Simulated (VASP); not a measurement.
Input of a VASP 6.6.1 run:

Contents of INCAR:

```
SYSTEM = Co
PREC = Accurate
ENCUT = 520
EDIFF = 1E-7
ISMEAR = 0
SIGMA = 0.1
LREAL = .FALSE.
LASPH = .TRUE.
NELM = 150
ALGO = Normal
ISIF = 2
LWAVE = .FALSE.
LCHARG = .FALSE.
ISPIN = 2
MAGMOM = 1.99
LORBIT = 11
LMAXMIX = 4
GGA = PE
NBANDS = 14
```

The input KPOINTS:

```
Automatic mesh
0
G
  20 20 20
  0 0 0
```

File POSCAR:

```
Co
1.0
   -1.3613261635      1.3613261635      1.3613261635
    1.3613261635     -1.3613261635      1.3613261635
    1.3613261635      1.3613261635     -1.3613261635
Co
1
Direct
    0.0000000000      0.0000000000      0.0000000000
```

Potentials or basis: VASP PAW PBE potentials, release 64 (Co).

Run with:

```sh
$ cat potpaw_PBE.64/Co/POTCAR > POTCAR
$ mpirun -np 1 vasp_std > vasp.out
```

(1) Predict the site moments.

(2) Estimate the pressure.

(3) Estimate the net moment.

Results:

(1) Co +1.69 μB.

(2) 22.9 GPa.

(3) 1.68 μB per cell.
